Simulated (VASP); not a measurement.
Input of a VASP 6.6.1 run:

Contents of INCAR:

```
  PREC = Accurate
  ENCUT = 600
  EDIFF = 1E-7
  ISMEAR = 0
  SIGMA = 0.1
  LREAL = False
  LASPH = True
  NELM = 100
  ALGO = Normal
  ISIF = 3
  LWAVE = False
  LCHARG = False
  GGA = PE
  IBRION = 2
  NSW = 90
  EDIFFG = -0.04
```

The input KPOINTS:

```
Automatic mesh
0
Gamma
  4 4 2
```

The input POSCAR:

```
BaHf3H2
1.0
    4.7934918100      0.0000000000      0.0000000000
    0.0000000000      4.7934918100      0.0000000000
    0.0000000000      0.0000000000      7.6713852300
Ba Hf H
1 3 2
Direct
    0.5000000000      0.5000000000      0.0000000000
    0.0000000000      0.0000000000      0.0000000000
    0.5000000000      0.5000000000      0.5000000000
    0.0000000000      0.0000000000      0.5000000000
    0.5000000000      0.0000000000      0.5000000000
    0.0000000000      0.5000000000      0.5000000000
```

Potentials or basis: VASP PAW PBE potentials, release 64 (Ba_sv, Hf_pv, H).

The run is started by

```console
$ cat potpaw_PBE.64/Ba_sv/POTCAR potpaw_PBE.64/Hf_pv/POTCAR potpaw_PBE.64/H/POTCAR > POTCAR
$ mpirun -np 1 vasp_std > vasp.out
```

(1) Estimate the band gap on the k mesh.

(2) Estimate the relaxed volume.

(3) Predict the space group after relaxing (to 0.1 Å).

(4) Estimate the relaxed cell.

Answers

(1) zero (bands 21 and 22 overlap by 1.28 eV).

(2) 19.81 Å³/atom.

(3) P4/mmm (No. 123).

(4) a = 4.336 Å, b = 4.336 Å, c = 6.324 Å, α = 90.00°, β = 90.00°, γ = 90.00°.

Caveat: the k points lie up to 0.50 Å⁻¹ apart in the final cell, too coarse for converged energies and pressures of a metal; the volume moved by over 15 % at a fixed basis, so the end points are rough; spin-orbit coupling is left out, which moves the levels of the heavy elements.
